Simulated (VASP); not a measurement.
# Co (Pm-3m) in VASP: a series of runs

Runs on Co. Level: LDA. Tasks: single point.

All numbers are computed with VASP 6.6.1; they aren't measurements. Logs are shortened: lines on timing, memory, paths and dates and some standing lists are left out, and cuts for length are marked.

## (1) The cell of the first run

Symmetry: Pm-3m, No. 221, cubic system. Conventional cell: a = 2.132 Å, b = 2.132 Å, c = 2.132 Å, α = 90.00°, β = 90.00°, γ = 90.00°. Within 2.8 Å of Co (site symmetry m-3m) lie 6 Co at 2.13 Å.

This isn't the form of Co at room conditions, which is hcp.

## (2) Single point, LDA (9.69 Å³/atom)

Input file INCAR:

```
PREC = Accurate ; ENCUT = 690
EDIFF = 1E-6 ; ISMEAR = -1
SIGMA = 0.1 ; LREAL = F
LASPH = T ; NELM = 120
ALGO = Normal ; ISIF = 2
LWAVE = F ; LCHARG = T
LELF = T ; LVHAR = T
NBANDS = 14 ; GGA_COMPAT = F
```

Input file KPOINTS:

```
regular mesh
0
Gamma
  16 16 16
```

Input file POSCAR:

```
Co
1.0
    2.1319629860      0.0000000000      0.0000000000
    0.0000000000      2.1319629860      0.0000000000
    0.0000000000      0.0000000000      2.1319629860
Co
1
Direct
    0.0000000000      0.0000000000      0.0000000000
```

Potentials or basis: VASP PAW LDA potentials, release 64 (Co_sv).

Run with:

```sh
$ cat potpaw_LDA.64/Co_sv/POTCAR > POTCAR
$ mpirun -np 1 vasp_std > vasp.out
```

OUTCAR:

```text
PREC = Accurate
   ENCUT = 690
   EDIFF = 1E-6
   ISMEAR = -1
   LREAL = F
   LASPH = T
   NELM = 120
   ISIF = 2

 ion  position               nearest neighbor table
   1  0.000  0.000  0.000-

  LATTYP: Found a simple cubic cell.
 ALAT       =     2.1319629860

  Lattice vectors:

 A1 = (   2.1319629860,   0.0000000000,   0.0000000000)
 A2 = (   0.0000000000,   2.1319629860,   0.0000000000)
 A3 = (   0.0000000000,   0.0000000000,   2.1319629860)

Analysis of symmetry for initial positions (statically):
=====================================================================
 Subroutine PRICEL returns:
 Original cell was already a primitive cell.

 Routine SETGRP: Setting up the symmetry group for a
 simple cubic supercell.

 Subroutine GETGRP returns: Found 48 space group operations
 (whereof 48 operations were pure point group operations)
 out of a pool of 48 trial point group operations.

The static configuration has the point symmetry O_h .

Analysis of symmetry for dynamics (positions and initial velocities):
=====================================================================
 Subroutine PRICEL returns:
 Original cell was already a primitive cell.

 Routine SETGRP: Setting up the symmetry group for a
 simple cubic supercell.

 Subroutine GETGRP returns: Found 48 space group operations
 (whereof 48 operations were pure point group operations)
 out of a pool of 48 trial point group operations.

The dynamic configuration has the point symmetry O_h .

 Subroutine INISYM returns: Found 48 space group operations
 (whereof 48 operations are pure point group operations),
 and found     1 'primitive' translations

----------------------------------------------------------------------------------------

                                     Primitive cell

  volume of cell :       9.6903

  direct lattice vectors                    reciprocal lattice vectors
     2.131962986  0.000000000  0.000000000     0.469051295  0.000000000  0.000000000
     0.000000000  2.131962986  0.000000000     0.000000000  0.469051295  0.000000000
     0.000000000  0.000000000  2.131962986     0.000000000  0.000000000  0.469051295

  length of vectors
     2.131962986  2.131962986  2.131962986     0.469051295  0.469051295  0.469051295

  position of ions in fractional coordinates (direct lattice)
     0.000000000  0.000000000  0.000000000

  ion indices of the primitive-cell ions
   primitive index   ion index
                 1           1

----------------------------------------------------------------------------------------

 KPOINTS: regular mesh

Automatic generation of k-mesh.
 Grid dimensions read from file:
 generate k-points for:   16   16   16

 Generating k-lattice:

  Cartesian coordinates                     Fractional coordinates (reciprocal lattice)
     0.029315706  0.000000000  0.000000000     0.062500000  0.000000000  0.000000000
     0.000000000  0.029315706  0.000000000     0.000000000  0.062500000  0.000000000
     0.000000000  0.000000000  0.029315706     0.000000000  0.000000000  0.062500000

  Length of vectors
     0.029315706  0.029315706  0.029315706

  Shift w.r.t. Gamma in fractional coordinates (k-lattice)
     0.000000000  0.000000000  0.000000000

 Subroutine IBZKPT returns following result:
 ===========================================

 Found    165 irreducible k-points:

 Following reciprocal coordinates:
            Coordinates               Weight
  0.000000  0.000000  0.000000      1.000000
  0.062500  0.000000  0.000000      6.000000
  0.125000  0.000000  0.000000      6.000000
  0.187500  0.000000  0.000000      6.000000
  0.250000  0.000000  0.000000      6.000000
  0.312500  0.000000  0.000000      6.000000
[... 16 lines left out ...]
  0.437500  0.125000  0.000000     24.000000
  0.500000  0.125000  0.000000     12.000000
 [... further k-points ...]
   k-points           NKPTS =    165   k-points in BZ     NKDIM =    165   number of bands    NBANDS=     14
   number of dos      NEDOS =    301   number of ions     NIONS =      1
   total plane-waves  NPLWV =   5832
   dimension x,y,z NGX =    18 NGY =   18 NGZ =   18
   dimension x,y,z NGXF=    36 NGYF=   36 NGZF=   36
   ions per type =               1
   NGX,Y,Z   is equivalent  to a cutoff of  14.04, 14.04, 14.04 a.u.
   NGXF,Y,Z  is equivalent  to a cutoff of  28.07, 28.07, 28.07 a.u.
 SYSTEM =  unknown system
   PREC   = accura    normal or accurate (medium, high low for compatibility)
   ISTART =      0    job   : 0-new  1-cont  2-samecut
   ICHARG =      2    charge: 1-file 2-atom 10-const
   ISPIN  =      1    spin polarized calculation?
   LNONCOLLINEAR =      F non collinear calculations
   LSORBIT =      F    spin-orbit coupling
   LASPH  =      T    aspherical Exc in radial PAW
   ENCUT  =  690.0 eV  50.71 Ry    7.12 a.u.   4.57  4.57  4.57*2*pi/ulx,y,z
   NELM   =    120;   NELMIN=  2; NELMDL= -5     # of ELM steps
   EDIFF  = 0.1E-05   stopping-criterion for ELM
   LREAL  =      F    real-space projection
   EDIFFG = 0.1E-04   stopping-criterion for IOM
   NSW    =      0    number of steps for IOM
   IBRION =     -1    ionic relax: 0-MD 1-quasi-New 2-CG
   NFREE  =      0    steps in history (QN), initial steepest desc. (CG)
   ISIF   =      2    stress and relaxation
   ISYM   =      2    0-nonsym 1-usesym 2-fastsym
   POTIM  = 0.5000    time-step for ionic-motion
   TEBEG  =    0.0;   TEEND  =   0.0 temperature during run
   PSTRESS=    0.0 pullay stress
   NELECT =      17.0000    total number of electrons
   NUPDOWN=      -1.0000    fix difference up-down
   EMIN   =  10.00;   EMAX   =-10.00  energy-range for DOS
   EFERMI =   0.00;   METHOD = LEGACY
   ISMEAR =    -1;   SIGMA  =   0.10  broadening in eV -4-tet -1-fermi 0-gaus
   EFERMI_NEDOS =   21; number of points for ismear=-14 and -15
   IALGO  =     38    algorithm
   IMIX   =      4    mixing-type and parameters
     AMIX     =   0.40;   BMIX     =  1.00
     AMIX_MAG =   1.60;   BMIX_MAG =  1.00
  volume/ion in A,a.u.               =       9.69        65.39
  Fermi-wavevector in a.u.,A,eV,Ry     =   1.974444  3.731158 53.041346  3.898429
  Thomas-Fermi vector in A             =   2.996238
   LORBIT       =      0    0 simple, 1 ext, 2 COOP (PROOUT), +10 PAW based schemes
   GGA     = CA    functional components
   LHFCALC =     F    Hartree Fock is set to
   AEXX    =    0.0000 exact exchange contribution
   IVDW    =     0    specifies the selected vdW correction
   LEPSILON=     F    determine dielectric tensor
   LRPA    =     F    only Hartree local field effects (RPA)
 non-spin polarized calculation
  energy-cutoff  :      690.00
  volume of cell :        9.69
 maximum number of plane-waves:       432
   NGX =  9   NGY =  9   NGZ =  9

 number of electron      16.9999975 magnetization

 Free energy of the ion-electron system (eV)
  ---------------------------------------------------
  ext. energy  EPLUGINS =         0.00000000
  ---------------------------------------------------
  free energy    TOTEN  =        -7.08483553 eV

  energy without entropy =       -7.01327048  energy(sigma->0) =       -7.04905301

 E-fermi :  13.6387     XC(G=0): -14.9333

 val. band max:       13.6383126078   @ k =   0.1875   0.0625   0.0625
 cond. band min:      13.6523449867   @ k =   0.5000   0.1875   0.1250
 fundamental gap:      0.0140323789
 Fermi energy:        13.6387038650

 k-point     1 :       0.0000    0.0000    0.0000
  band No.  band energies     occupation
      1     -80.6815      2.00000
      2     -44.0657      2.00000
      3     -44.0657      2.00000
      4     -44.0657      2.00000
      5       4.0678      2.00000
      6       8.8147      2.00000
      7       8.8147      2.00000
      8      14.3145      0.00232
      9      14.3145      0.00232
     10      14.3145      0.00232
     11      36.4001      0.00000
     12      36.4001      0.00000
     13      36.4001      0.00000
     14      41.0783      0.00000

 k-point     2 :       0.0625    0.0000    0.0000
  band No.  band energies     occupation
      1     -80.6766      2.00000
      2     -44.0988      2.00000
      3     -44.0633      2.00000
      4     -44.0633      2.00000
      5       4.2109      2.00000
      6       8.8411      2.00000
      7       8.9035      2.00000
      8      14.2359      0.00509
      9      14.2359      0.00509
     10      14.3207      0.00218
     11      34.7878      0.00000
     12      36.6031      0.00000
     13      36.6031      0.00000
     14      41.0415      0.00000

 k-point     3 :       0.1250    0.0000    0.0000
  band No.  band energies     occupation
      1     -80.6626      2.00000
      2     -44.1910      2.00000
      3     -44.0557      2.00000
      4     -44.0557      2.00000
      5       4.6289      2.00000
      6       8.9171      2.00000
      7       9.1633      2.00000
      8      14.0166      0.04468
      9      14.0166      0.04468
     10      14.3383      0.00183
     11      31.9758      0.00000
     12      37.1968      0.00000
     13      37.1968      0.00000
     14      40.9311      0.00000
[... 324 lines left out ...]
 k-point    23 :       0.4375    0.1250    0.0000
  band No.  band energies     occupation
      1     -80.5382      2.00000
      2     -44.8520      2.00000
      3     -44.1147      2.00000
      4     -43.9862      2.00000
      5       9.0168      2.00000
      6       9.8625      2.00000
      7      10.6093      2.00000
      8      12.5952      1.99994
      9      13.9197      0.11355
     10      14.2155      0.00623
     11      20.5923      0.00000
     12      37.1351      0.00000
     13      41.7914      0.00000
     14      43.1258      0.00000

 k-point    24 :       0.5000    0.1250    0.0000
  band No.  band energies     occupation
      1     -80.5332      2.00000
      2     -44.8826      2.00000
      3     -44.1117      2.00000
      4     -43.9833      2.00000
      5       9.2964      2.00000
      6       9.9869      2.00000
      7      10.4067      2.00000
      8      12.5336      1.99997
      9      14.2230      0.00578
     10      14.2451      0.00464
     11      19.9405      0.00000
     12      37.5416      0.00000
     13      41.6968      0.00000
     14      42.6583      0.00000

 [... further k-points ...]

------------------------ aborting loop because EDIFF is reached ----------------------------------------

  FORCE on cell =-STRESS in cart. coord.  units (eV):
  Direction    XX          YY          ZZ          XY          YZ          ZX
  --------------------------------------------------------------------------------------
  -------------------------------------------------------------------------------------
  Total        2.3205180      2.3205180      2.3205180      0.0000000      0.0000000     -0.0000000
  in kB      383.6688463    383.6688463    383.6688463      0.0000000      0.0000000     -0.0000000
  external PRESSURE =     383.6688463 kB  Pullay stress =       0.0000000 kB

 VOLUME and BASIS-vectors are now :
 -----------------------------------------------------------------------------
  energy-cutoff  :      690.00
  volume of cell :        9.69
      direct lattice vectors                 reciprocal lattice vectors
     2.131962986  0.000000000  0.000000000     0.469051295  0.000000000  0.000000000
     0.000000000  2.131962986  0.000000000     0.000000000  0.469051295  0.000000000
     0.000000000  0.000000000  2.131962986     0.000000000  0.000000000  0.469051295

 POSITION                                       TOTAL-FORCE (eV/Angst)
 -----------------------------------------------------------------------------------
      0.00000      0.00000      0.00000         0.000000      0.000000      0.000000
 -----------------------------------------------------------------------------------
    total drift:                               -0.000000      0.000000     -0.000000

  FREE ENERGIE OF THE ION-ELECTRON SYSTEM (eV)
  ---------------------------------------------------
  free  energy   TOTEN  =        -7.0848355298 eV

  energy  without entropy=       -7.0132704846  energy(sigma->0) =       -7.04905301
```

Wall time 9.8 s (1 thread of AMD EPYC 9R45 (Zen 5), shared host); peak memory 0.11 GiB.

What came out:

| Quantity | Value |
| --- | --- |
| Free energy | -7.0848 eV |
| Pressure | 38.4 GPa |
| Band gap on the k mesh | zero (an odd number of electrons rules out a gap without spin polarisation) |

Caveat: the cell stands under pressure; the run has no spin polarisation, though such a crystal can be magnetic. Spin polarisation is off, so any magnetic state and its effect on volume and gap are missing.

## (3) Single point, LDA, collinear spin, antiferromagnetic start

This run uses another cell than the first one: it holds 2 atoms, not 1.

Input file INCAR:

```
SYSTEM = Co
PREC     = Accurate       ! precision mode
ENCUT    = 690            ! plane-wave cutoff, eV
EDIFF    = 1E-6           ! SCF threshold, eV
ISMEAR   = -1             ! smearing method
SIGMA    = 0.05           ! smearing width, eV
LREAL    = .False.        ! projectors in reciprocal space
LASPH    = .True.         ! aspherical terms in the spheres
NELM     = 200            ! most SCF steps
ALGO     = Normal         ! electronic algorithm
ISIF     = 2              ! what is computed and relaxed
LWAVE    = .False.        ! write WAVECAR
LCHARG   = .True.         ! write CHGCAR
ISPIN    = 2              ! spin polarisation
MAGMOM   = 1.7 -1.7       ! initial moments
LORBIT   = 11             ! projections on sites
LMAXMIX  = 4              ! l up to which the mixer works
GGA      = CA             ! functional
LELF     = .True.         ! ELF
LVHAR    = .True.       
NBANDS   = 28             ! bands
GGA_COMPAT= .False.
```

Input file KPOINTS:

```
Automatic mesh
0
Gamma
  12 12 12
  0 0 0
```

Input file POSCAR:

```
Co
1.0
    0.0000000000      2.2227532329      2.2227532329
    2.2227532329      0.0000000000      2.2227532329
    2.2227532329      2.2227532329      0.0000000000
Co
2
Direct
    0.0000000000      0.0000000000      0.0000000000
    0.5000000000      0.5000000000      0.5000000000
```

Potentials or basis: VASP PAW LDA potentials, release 64 (Co_sv).

Run with:

```sh
$ cat potpaw_LDA.64/Co_sv/POTCAR > POTCAR
$ mpirun -np 1 vasp_std > vasp.out
```

Wall time 2.6 min (1 thread of AMD EPYC 7R43 (Zen 3), shared host); peak memory 0.17 GiB.

It converged, with:

| Quantity | Value |
| --- | --- |
| Free energy | -14.3998 eV |
| Pressure | -0.9 GPa |
| Band gap on the k mesh | zero (filled and empty bands overlap) |
| Net moment | 0.00 μB per cell |
| Valence electrons inside the program's atomic spheres | Co 15.21 |

Levels at points of the mesh, in eV from the Fermi level:
Spin up:
```
           k point  band 14  band 15  band 16  band 17  band 18  band 19  band 20  band 21
(0.00, 0.00, 0.00)    -3.67     0.57     0.57     0.57     1.67     1.67    13.59    13.59
(0.50, 0.00, 0.00)    -2.10    -1.00    -1.00    -1.00    -1.00     0.74     0.74    14.61
(0.50, 0.50, 0.00)    -0.94    -0.94    -0.63    -0.63     0.71     1.59     5.37     5.82
```
Spin down:
```csv
k point,band 13,band 14,band 15,band 16,band 17,band 18,band 19,band 20,band 21,band 22
"(0.00, 0.00, 0.00)",-3.67,-3.67,0.57,0.57,0.57,1.67,1.67,13.59,13.59,13.59
"(0.50, 0.00, 0.00)",-2.10,-2.10,-1.00,-1.00,-1.00,-1.00,0.74,0.74,14.61,14.61
"(0.50, 0.50, 0.00)",-1.33,-0.94,-0.94,-0.63,-0.63,0.71,1.59,5.37,5.82,5.82
```

Caveat: the moments typed at the start vanished in this run.

## (4) Single point, LDA (10.13 Å³/atom)

This run uses another cell than the first one, of 10.13 Å³/atom.

Input file INCAR:

```
SYSTEM = Co
PREC = Accurate
ENCUT = 690
EDIFF = 1E-6
ISMEAR = -1
SIGMA = 0.1
LREAL = .FALSE.
LASPH = .TRUE.
NELM = 120
ALGO = Normal
ISIF = 2
LWAVE = .FALSE.
LCHARG = .TRUE.
GGA = CA
LELF = .TRUE.
LVHAR = .TRUE.
NBANDS = 14
GGA_COMPAT = .FALSE.
```

Input file KPOINTS:

```
regular mesh
0
G
  16 16 16
  0 0 0
```

Input file POSCAR:

```
Co
1.0
    2.1637880210      0.0000000000      0.0000000000
    0.0000000000      2.1637880210      0.0000000000
    0.0000000000      0.0000000000      2.1637880210
Co
1
Direct
    0.0000000000      0.0000000000      0.0000000000
```

Run with:

```sh
$ cat potpaw_LDA.64/Co_sv/POTCAR > POTCAR
$ mpirun -np 1 vasp_std > vasp.out
```

Run time: 31 s. Hardware: 1 thread of Intel Xeon Platinum 8375C at 2.90GHz (Ice Lake), shared host; peak memory 0.14 GiB.

It converged, with:

| Property | Result |
| --- | --- |
| Free energy | -7.1702 eV |
| Pressure | 22.2 GPa |
| Band gap on the k mesh | zero (an odd number of electrons rules out a gap without spin polarisation) |

Levels at points of the mesh, in eV from the Fermi level:
```tsv
k point	band 5	band 6	band 7	band 8	band 9	band 10	band 11	band 12
(0.00, 0.00, 0.00)	-9.27	-4.54	-4.54	0.63	0.63	0.63	22.17	22.17
(0.50, 0.00, 0.00)	-4.56	-3.85	-1.56	-1.08	-1.08	0.79	5.94	25.71
(0.50, 0.50, 0.00)	-5.64	-3.19	-0.72	-0.72	1.78	6.12	6.12	13.24
(0.50, 0.50, 0.50)	-4.16	-4.16	-4.16	1.87	1.87	13.84	14.56	14.56
```

Caveat: the cell stands under pressure; the run has no spin polarisation, though such a crystal can be magnetic.

[end of part 1 of 2]
